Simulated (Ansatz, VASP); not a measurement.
# Two plane-wave programs on Fe

```
Fe
1.0
     2.42890    0.00000    0.00000
    -1.21445    2.10349    0.00000
     0.00000    0.00000    3.84166
Fe
2
Cartesian
  0.0000 1.4023 0.9604
  1.2145 0.7012 2.8812
```

Alike in both runs: functional PBEsol; k mesh 18 × 18 × 12; occupations gaussian, width 0.1 eV; no spin polarisation.

Ansatz relaxed the structure, and its values are those at the end. VASP's run is a single point on that final structure, the one shown.

|  | VASP | Ansatz |
| --- | --- | --- |
| version | VASP 6.6.1 | Ansatz 0.2.0 |
| potentials or method | VASP PAW PBE potentials, release 64 (Fe), cutoff 520 eV | scalar-relativistic, plane waves, PAW |
| valence electrons in the cell | 16 | 32 |

Ansatz gave:

| Item | Value |
| --- | --- |
| gap on the k mesh at the Fermi level (eV) | none |
| pressure (GPa) | 0.0 |

Question: Estimate VASP's values.

Answer: gap on the k mesh at the Fermi level (eV): none; pressure (GPa): -0.3.

VASP's potentials were made for PBE, not for PBEsol. A gap of «none» marks a metal or a gap that the smearing closes. VASP's potentials hold 16 valence electrons a cell and Ansatz's 32, so a difference there can come from the potentials and not from the codes.
